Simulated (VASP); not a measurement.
# YAu (Pm-3m) in VASP: notebook, part 2 of 2

VASP 6.6.1. The steps go on from the part before.

## (3) Vibrations by perturbation theory, LDA

This run uses another cell than the first one, of 21.31 Å³/atom.

INCAR

```
SYSTEM = YAu
PREC = Accurate
ENCUT = 520
EDIFF = 1E-8
ISMEAR = -1
SIGMA = 0.15
LREAL = .False.
LASPH = .True.
NELM = 60
ALGO = Normal
ISIF = 2
LWAVE = .False.
LCHARG = .False.
NBANDS = 18
IBRION = 8
NSW = 1
```

KPOINTS

```
Automatic mesh
0
Gamma
  12 12 12
  0 0 0
```

POSCAR

```
YAu
1.0
    3.4932049945      0.0000000000      0.0000000000
    0.0000000000      3.4932049945      0.0000000000
    0.0000000000      0.0000000000      3.4932049945
Y Au
1 1
Direct
    0.5000000000      0.5000000000      0.5000000000
    0.0000000000      0.0000000000      0.0000000000
```

Potentials or basis: VASP PAW LDA potentials, release 64 (Y_sv, Au).

Launch:

```
cat potpaw_LDA.64/Y_sv/POTCAR potpaw_LDA.64/Au/POTCAR > POTCAR
mpirun -np 1 vasp_std > vasp.out
```

OUTCAR:

```text
SYSTEM = YAu
   PREC = Accurate
   ENCUT = 520
   EDIFF = 1E-8
   ISMEAR = -1
   LREAL = .False.
   LASPH = .True.
   NELM = 60
   ISIF = 2
   IBRION = 8
   NSW = 1

 ion  position               nearest neighbor table
   1  0.500  0.500  0.500-   2 3.03   2 3.03   2 3.03   2 3.03   2 3.03   2 3.03   2 3.03   2 3.03

   2  0.000  0.000  0.000-   1 3.03   1 3.03   1 3.03   1 3.03   1 3.03   1 3.03   1 3.03   1 3.03

  LATTYP: Found a simple cubic cell.
 ALAT       =     3.4932049945

[... 761 lines left out ...]
               1X          1Y          1Z          2X          2Y          2Z
  1X    -3.107687    0.000000    0.000000    3.107687   -0.000000   -0.000000
  1Y    -0.000000   -3.107687    0.000000    0.000000    3.107687   -0.000000
  1Z    -0.000000   -0.000000   -3.107687    0.000000    0.000000    3.107687
  2X     3.110586   -0.000000   -0.000000   -3.110586    0.000000    0.000000
  2Y     0.000000    3.110586   -0.000000   -0.000000   -3.110586    0.000000
  2Z    -0.000000    0.000000    3.110586    0.000000   -0.000000   -3.110586

 Eigenvectors and eigenvalues of the dynamical matrix
 ----------------------------------------------------

   1 f  =    3.521738 THz    22.127730 2PiTHz  117.472520 cm-1    14.564730 meV
             X         Y         Z           dx          dy          dz
      1.746602  1.746602  1.746602     0.441260    0.702915   -0.000000
      0.000000  0.000000  0.000000    -0.296597   -0.472471   -0.000000
[... 21 lines left out ...]
   6 f/i=    0.000760 THz     0.004776 2PiTHz    0.025354 cm-1     0.003144 meV
             X         Y         Z           dx          dy          dz
      1.746602  1.746602  1.746602     0.010852    0.543580    0.124910
      0.000000  0.000000  0.000000     0.016146    0.808706    0.185834

--------------------------------------------------------------------------------------------------------

 ELASTIC MODULI CONTR FROM IONIC RELAXATION (kBar)
 Direction    XX          YY          ZZ          XY          YZ          ZX
 --------------------------------------------------------------------------------
 XX           0.0000      0.0000      0.0000      0.0000      0.0000      0.0000
 YY           0.0000      0.0000      0.0000      0.0000      0.0000      0.0000
 ZZ           0.0000      0.0000      0.0000      0.0000      0.0000      0.0000
 XY           0.0000      0.0000      0.0000      0.0000      0.0000      0.0000
 YZ           0.0000      0.0000      0.0000      0.0000      0.0000      0.0000
 ZX           0.0000      0.0000      0.0000      0.0000      0.0000      0.0000
 --------------------------------------------------------------------------------
```

stdout:

```text
POSCAR found type information on POSCAR Y Au
 POSCAR found :  2 types and       2 ions
 scaLAPACK will be used
 LDA part: xc-table for (Slater(with rela. corr.)+CA(PZ))
 , standard interpolation
 POSCAR, INCAR and KPOINTS ok, starting setup
 FFT: planning ... GRIDC
 FFT: planning ... GRID_SOFT
 FFT: planning ... GRID
 WAVECAR not read
 entering main loop
 Linear response reoptimize wavefunctions to high precision
 Linear response DOF=           2
 Linear response progress:
 first order change of Fermi-energy  -0.87795E-05
 force on displaced ion       1 direction 1 :  -3.108   0.000   0.000
 Linear response progress:
 first order change of Fermi-energy  -0.97374E-04
 force on displaced ion       2 direction 1 :  -3.111   0.000  -0.000
 Linear response finished
```

Run time: 5.4 min. Hardware: 1 thread of Intel Xeon Platinum 8488C (Sapphire Rapids), shared host; peak memory 0.45 GiB.

Results:

* Highest phonon frequency at Γ: 117 cm⁻¹

Phonon frequencies in cm⁻¹ (negative: imaginary):
```csv
q point,frequencies
"(0.000, 0.000, 0.000)",0 0 0 117 117 117
```

Caveat: the cell stands under pressure or tension, which shifts response properties; spin-orbit coupling is left out, which moves the levels of the heavy elements.

## (4) Vibrations by perturbation theory, LDA

This run uses another cell than the first one, of 21.71 Å³/atom.

INCAR

```
PREC     = Accurate       # precision mode
ENCUT    = 520            # plane-wave cutoff, eV
EDIFF    = 1E-8           # SCF threshold, eV
ISMEAR   = -1             # smearing method
SIGMA    = 0.15           # smearing width, eV
LREAL    = F              # projectors in reciprocal space
LASPH    = T              # aspherical terms in the spheres
NELM     = 60             # most SCF steps
ALGO     = Normal         # electronic algorithm
ISIF     = 2              # what is computed and relaxed
LWAVE    = F              # write WAVECAR
LCHARG   = F              # write CHGCAR
IBRION   = 8              # ionic algorithm
NSW      = 1              # ionic steps
```

KPOINTS

```
regular mesh
0
Gamma
  12 12 12
```

POSCAR

```
YAu
1.0
    3.5147335886      0.0000000000      0.0000000000
    0.0000000000      3.5147335886      0.0000000000
    0.0000000000      0.0000000000      3.5147335886
Y Au
1 1
Direct
    0.5000000000      0.5000000000      0.5000000000
    0.0000000000      0.0000000000      0.0000000000
```

Potentials or basis: VASP PAW LDA potentials, release 64 (Y_sv, Au).

Launch:

```
cat potpaw_LDA.64/Y_sv/POTCAR potpaw_LDA.64/Au/POTCAR > POTCAR
mpirun -np 1 vasp_std > vasp.out
```

OUTCAR:

```text
PREC = Accurate
   ENCUT = 520
   EDIFF = 1E-8
   ISMEAR = -1
   LREAL = F
   LASPH = T
   NELM = 60
   ISIF = 2
   IBRION = 8
   NSW = 1

 ion  position               nearest neighbor table
   1  0.500  0.500  0.500-   2 3.04   2 3.04   2 3.04   2 3.04   2 3.04   2 3.04   2 3.04   2 3.04

   2  0.000  0.000  0.000-   1 3.04   1 3.04   1 3.04   1 3.04   1 3.04   1 3.04   1 3.04   1 3.04

  LATTYP: Found a simple cubic cell.
 ALAT       =     3.5147335886

  Lattice vectors:

 A1 = (   3.5147335886,   0.0000000000,   0.0000000000)
 A2 = (   0.0000000000,   3.5147335886,   0.0000000000)
 A3 = (   0.0000000000,   0.0000000000,   3.5147335886)

Analysis of symmetry for initial positions (statically):
=====================================================================
 Subroutine PRICEL returns:
 Original cell was already a primitive cell.

[... 662 lines left out ...]

 INTERNAL STRAIN TENSOR  FOR ION    2  DIRECTION 1   (eV/Angst):
 -----------------------------------------------------------------------------
     0.01679 -0.00000  0.00000
     0.00000 -0.00239  0.00000
    -0.00000  0.00000 -0.00239

 INTERNAL STRAIN TENSOR FOR ION    2 for displacements in x,y,z  (eV/Angst):
          X           Y           Z          XY          YZ          ZX
  --------------------------------------------------------------------------------
  x     0.00000     0.00000     0.00000     0.00000     0.00000     0.00000
  y     0.00000     0.00000     0.00000     0.00000     0.00000     0.00000
  z     0.00000     0.00000     0.00000     0.00000     0.00000     0.00000

 SECOND DERIVATIVES (NOT SYMMETRIZED)
 ------------------------------------
               1X          1Y          1Z          2X          2Y          2Z
  1X    -2.778735   -0.000000   -0.000000    2.778735    0.000000    0.000000
  1Y    -0.000000   -2.778735   -0.000000    0.000000    2.778735    0.000000
  1Z    -0.000000   -0.000000   -2.778735    0.000000    0.000000    2.778735
  2X     2.776065    0.000000   -0.000000   -2.776065   -0.000000    0.000000
  2Y    -0.000000    2.776065   -0.000000    0.000000   -2.776065    0.000000
  2Z     0.000000   -0.000000    2.776065   -0.000000    0.000000   -2.776065

 Eigenvectors and eigenvalues of the dynamical matrix
 ----------------------------------------------------

   1 f  =    3.329155 THz    20.917700 2PiTHz  111.048669 cm-1    13.768274 meV
             X         Y         Z           dx          dy          dz
      1.757367  1.757367  1.757367     0.830185   -0.000000   -0.000000
      0.000000  0.000000  0.000000    -0.557488    0.000000    0.000000
[... 21 lines left out ...]
   6 f/i=    0.000741 THz     0.004655 2PiTHz    0.024711 cm-1     0.003064 meV
             X         Y         Z           dx          dy          dz
      1.757367  1.757367  1.757367     0.499390   -0.099085    0.227123
      0.000000  0.000000  0.000000     0.743668   -0.147552    0.338220

--------------------------------------------------------------------------------------------------------

 ELASTIC MODULI CONTR FROM IONIC RELAXATION (kBar)
 Direction    XX          YY          ZZ          XY          YZ          ZX
 --------------------------------------------------------------------------------
 XX           0.0000      0.0000      0.0000      0.0000      0.0000      0.0000
 YY           0.0000      0.0000      0.0000      0.0000      0.0000      0.0000
 ZZ           0.0000      0.0000      0.0000      0.0000      0.0000      0.0000
 XY           0.0000      0.0000      0.0000      0.0000      0.0000      0.0000
 YZ           0.0000      0.0000      0.0000      0.0000      0.0000      0.0000
 ZX           0.0000      0.0000      0.0000      0.0000      0.0000      0.0000
 --------------------------------------------------------------------------------
```

stdout:

```text
POSCAR found type information on POSCAR Y Au
 POSCAR found :  2 types and       2 ions
 scaLAPACK will be used
 LDA part: xc-table for (Slater(with rela. corr.)+CA(PZ))
 , standard interpolation
 POSCAR, INCAR and KPOINTS ok, starting setup
 FFT: planning ... GRIDC
 FFT: planning ... GRID_SOFT
 FFT: planning ... GRID
 WAVECAR not read
 entering main loop
 Linear response reoptimize wavefunctions to high precision
 Linear response DOF=           2
 Linear response progress:
 first order change of Fermi-energy   0.54834E-04
 force on displaced ion       1 direction 1 :  -2.779  -0.000   0.000
 Linear response progress:
 first order change of Fermi-energy  -0.93970E-04
 force on displaced ion       2 direction 1 :  -2.776   0.000  -0.000
 Linear response finished
```

It took 4.7 min on 1 thread of Intel Xeon Platinum 8488C (Sapphire Rapids), shared host; peak memory 0.41 GiB.

Results:

```
Highest phonon frequency at Γ : 111 cm⁻¹
```

Phonon frequencies in cm⁻¹ (negative: imaginary):
| q point | frequencies |
| --- | --- |
| (0.000, 0.000, 0.000) | 0 0 0 111 111 111 |

Caveat: spin-orbit coupling is left out, which moves the levels of the heavy elements.
